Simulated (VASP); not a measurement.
# Be2C (Fm-3m) in VASP: settings compared, part 2 of 2

VASP 6.6.1. The steps go on from the part before.

## (3) Single point, r2SCAN

Input file POSCAR:

```
Be2C
1.0
    0.0000000000      2.1553190000      2.1553190000
    2.1553190000      0.0000000000      2.1553190000
    2.1553190000      2.1553190000      0.0000000000
C Be
1 2
Direct
    0.0000000000      0.0000000000      0.0000000000
    0.2500000000      0.2500000000      0.2500000000
    0.7500000000      0.7500000000      0.7500000000
```

Input file INCAR.step1:

```
SYSTEM = Be2C
PREC = Accurate ; ENCUT = 660
ISMEAR = -1 ; SIGMA = 0.05
LREAL = .FALSE. ; LASPH = .TRUE.
NELM = 120 ; NBANDS = 11
GGA = PE ; ALGO = Normal
EDIFF = 1E-5 ; LWAVE = .TRUE.
LCHARG = .FALSE. ; GGA_COMPAT = .FALSE.
```

Input file INCAR.step2:

```
SYSTEM = Be2C
PREC = Accurate ; ENCUT = 660
EDIFF = 1E-6 ; ISMEAR = -1
SIGMA = 0.05 ; LREAL = .FALSE.
LASPH = .TRUE. ; NELM = 120
ALGO = Normal ; ISIF = 2
LWAVE = .FALSE. ; LCHARG = .TRUE.
METAGGA = R2SCAN ; LMIXTAU = .TRUE.
LELF = .TRUE. ; LVHAR = .TRUE.
NBANDS = 11 ; ISTART = 1
GGA_COMPAT = .FALSE.
```

Input file KPOINTS:

```
regular mesh
0
G
  10 10 10
  0 0 0
```

Potentials or basis: VASP PAW PBE potentials, release 64 (C, Be).

Command:

```bash
$ cat potpaw_PBE.64/C/POTCAR potpaw_PBE.64/Be/POTCAR > POTCAR
$ cp INCAR.step1 INCAR
$ mpirun -np 1 vasp_std > vasp.out
$ cp INCAR.step2 INCAR
$ mpirun -np 1 vasp_std > vasp.out
```

OUTCAR:

```text
SYSTEM = Be2C
   PREC = Accurate
   ENCUT = 660
   EDIFF = 1E-6
   ISMEAR = -1
   LREAL = .FALSE.
   LASPH = .TRUE.
   NELM = 120
   ISIF = 2
   METAGGA = R2SCAN
   ISTART = 1

 ion  position               nearest neighbor table
   1  0.000  0.000  0.000-   3 1.87   3 1.87   3 1.87   2 1.87   2 1.87   2 1.87   3 1.87   2 1.87

   2  0.250  0.250  0.250-   1 1.87   1 1.87   1 1.87   1 1.87   3 2.16   3 2.16   3 2.16   3 2.16
                             3 2.16   3 2.16
   3  0.750  0.750  0.750-   1 1.87   1 1.87   1 1.87   1 1.87   2 2.16   2 2.16   2 2.16   2 2.16
                             2 2.16   2 2.16

  LATTYP: Found a face centered cubic cell.
 ALAT       =     4.3106380000

  Lattice vectors:

 A1 = (   0.0000000000,   2.1553190000,   2.1553190000)
 A2 = (   2.1553190000,   0.0000000000,   2.1553190000)
 A3 = (   2.1553190000,   2.1553190000,   0.0000000000)

Analysis of symmetry for initial positions (statically):
=====================================================================
 Subroutine PRICEL returns:
 Original cell was already a primitive cell.

 Routine SETGRP: Setting up the symmetry group for a
 face centered cubic supercell.

 Subroutine GETGRP returns: Found 48 space group operations
 (whereof 48 operations were pure point group operations)
 out of a pool of 48 trial point group operations.

The static configuration has the point symmetry O_h .

Analysis of symmetry for dynamics (positions and initial velocities):
=====================================================================
 Subroutine PRICEL returns:
 Original cell was already a primitive cell.

 Routine SETGRP: Setting up the symmetry group for a
 face centered cubic supercell.

 Subroutine GETGRP returns: Found 48 space group operations
 (whereof 48 operations were pure point group operations)
 out of a pool of 48 trial point group operations.

The dynamic configuration has the point symmetry O_h .

 Subroutine INISYM returns: Found 48 space group operations
 (whereof 48 operations are pure point group operations),
 and found     1 'primitive' translations
[... 120 lines left out ...]
  Thomas-Fermi vector in A             =   2.341418
   LORBIT       =      0    0 simple, 1 ext, 2 COOP (PROOUT), +10 PAW based schemes
   METAGGA = R2SCAN    functional components
   LHFCALC =     F    Hartree Fock is set to
   AEXX    =    0.0000 exact exchange contribution
   IVDW    =     0    specifies the selected vdW correction
   LEPSILON=     F    determine dielectric tensor
   LRPA    =     F    only Hartree local field effects (RPA)
 non-spin polarized calculation
  energy-cutoff  :      660.00
  volume of cell :       20.02
 maximum number of plane-waves:       785
 NGX is ok and might be reduce to    28
   NGX = 13   NGY = 13   NGZ = 13

 number of electron       8.0000000 magnetization

 Free energy of the ion-electron system (eV)
  ---------------------------------------------------
  ext. energy  EPLUGINS =         0.00000000
  ---------------------------------------------------
  free energy    TOTEN  =       -19.47427750 eV

  energy without entropy =      -19.47427750  energy(sigma->0) =      -19.47427750

 E-fermi :   8.6067     XC(G=0): -12.0772

 val. band max:        7.8391278780   @ k =   0.0000   0.0000   0.0000
 cond. band min:       9.3692160241   @ k =   0.5000   0.5000   0.0000
 fundamental gap:      1.5300881461
 Fermi energy:         8.6067318201

 k-point     1 :       0.0000    0.0000    0.0000
  band No.  band energies     occupation
      1      -8.1943      2.00000
      2       7.8391      2.00000
      3       7.8391      2.00000
      4       7.8391      2.00000
      5      12.4822      0.00000
      6      12.4822      0.00000
      7      12.4822      0.00000
      8      15.3883      0.00000
      9      22.3248      0.00000
     10      22.3248      0.00000
     11      22.3248      0.00000
[... 309 lines left out ...]
 k-point    24 :       0.4000    0.3000    0.0000
  band No.  band energies     occupation
      1      -5.5759      2.00000
      2       2.0391      2.00000
      3       3.4550      2.00000
      4       3.6255      2.00000
      5      11.0223      0.00000
      6      14.1622      0.00000
      7      19.1026      0.00000
      8      19.2741      0.00000
      9      23.0319      0.00000
     10      26.2855      0.00000
     11      27.1741      0.00000

 [... further k-points ...]
[... 5 lines left out ...]
  --------------------------------------------------------------------------------------
  -------------------------------------------------------------------------------------
  Total        0.2860408      0.2860408      0.2860408      0.0000000      0.0000000      0.0000000
  in kB       22.8862078     22.8862078     22.8862078      0.0000000      0.0000000      0.0000000
  external PRESSURE =      22.8862078 kB  Pullay stress =       0.0000000 kB

 VOLUME and BASIS-vectors are now :
 -----------------------------------------------------------------------------
  energy-cutoff  :      660.00
  volume of cell :       20.02
      direct lattice vectors                 reciprocal lattice vectors
     0.000000000  2.155319000  2.155319000    -0.231984221  0.231984221  0.231984221
     2.155319000  0.000000000  2.155319000     0.231984221 -0.231984221  0.231984221
     2.155319000  2.155319000  0.000000000     0.231984221  0.231984221 -0.231984221

 POSITION                                       TOTAL-FORCE (eV/Angst)
 -----------------------------------------------------------------------------------
      0.00000      0.00000      0.00000         0.000000      0.000000     -0.000000
      1.07766      1.07766      1.07766        -0.000000     -0.000000     -0.000000
      3.23298      3.23298      3.23298         0.000000      0.000000      0.000000
 -----------------------------------------------------------------------------------
    total drift:                               -0.000000     -0.000000      0.000000

  FREE ENERGIE OF THE ION-ELECTRON SYSTEM (eV)
  ---------------------------------------------------
  free  energy   TOTEN  =       -19.4742775037 eV

  energy  without entropy=      -19.4742775015  energy(sigma->0) =      -19.47427750
```

Wall time 40 s (1 thread of AMD EPYC 9R45 (Zen 5), shared host); peak memory 0.13 GiB.

Results:

```
Free energy            : -19.4743 eV
Pressure               : 2.3 GPa
Band gap on the k mesh : 1.53 eV (least direct gap 4.64 eV)
```

Caveat: the PAW data sets were made with another functional, which shifts forces and pressure a little. A k mesh can miss the band edges.
